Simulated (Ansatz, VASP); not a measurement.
# W in VASP and in Ansatz

INCAR

```
ALGO = Normal ; EDIFF = 1E-7
ENCUT = 520 ; GGA = PE
ISIF = 2 ; ISMEAR = 0
LASPH = T ; LCHARG = T
LELF = T ; LREAL = F
LVHAR = T ; LWAVE = F
NBANDS = 13 ; NELM = 100
PREC = Accurate ; SIGMA = 0.026000000000000002
```

Contents of KPOINTS:

```
k-points
0
Gamma
  12 12 12
```

File POSCAR:

```
W
1.0
   -1.5823450000      1.5823450000      1.5823450000
    1.5823450000     -1.5823450000      1.5823450000
    1.5823450000      1.5823450000     -1.5823450000
W
1
Direct
    0.0000000000      0.0000000000      0.0000000000
```

Contents of input.yaml:

```yaml
crystal:
  lattice:
    - [-1.582345, 1.582345, 1.582345]
    - [1.582345, -1.582345, 1.582345]
    - [1.582345, 1.582345, -1.582345]
  atoms:
    - { symbol: W, position: [0.0, 0.0, 0.0] }
kpoints:
  mp_grid: { grid: [12, 12, 12] }
scf:
  occupations: { method: gaussian, width: 0.026 }
hamiltonian:
  xc: pbe
  pseudopotentials: { kind: all_electron, lapw: { basis_error: 0.001 } }
output:
  forces: true
  stress: true
  eigenvalues: true
```

Alike in both runs: task single point; functional PBE; k mesh 12 × 12 × 12; occupations gaussian, width 0.026 eV; no spin polarisation.

|  | VASP | Ansatz |
| --- | --- | --- |
| version | VASP 6.6.1 | Ansatz 0.2.0 |
| potentials or method | VASP PAW PBE potentials, release 64 (W_sv), cutoff 520 eV | all-electron LAPW, scalar-relativistic |

Ansatz gave:

| Quantity | Value |
| --- | --- |
| gap on the k mesh at the Fermi level (eV) | none |
| pressure (GPa) | 6.1 |

Task: Which values does VASP return?

Result: gap on the k mesh at the Fermi level (eV): none; pressure (GPa): 6.7.

A gap of «none» marks a metal or a gap that the smearing closes. Ansatz ran all-electron here, and VASP with PAW potentials.

Spin-orbit coupling is off throughout.
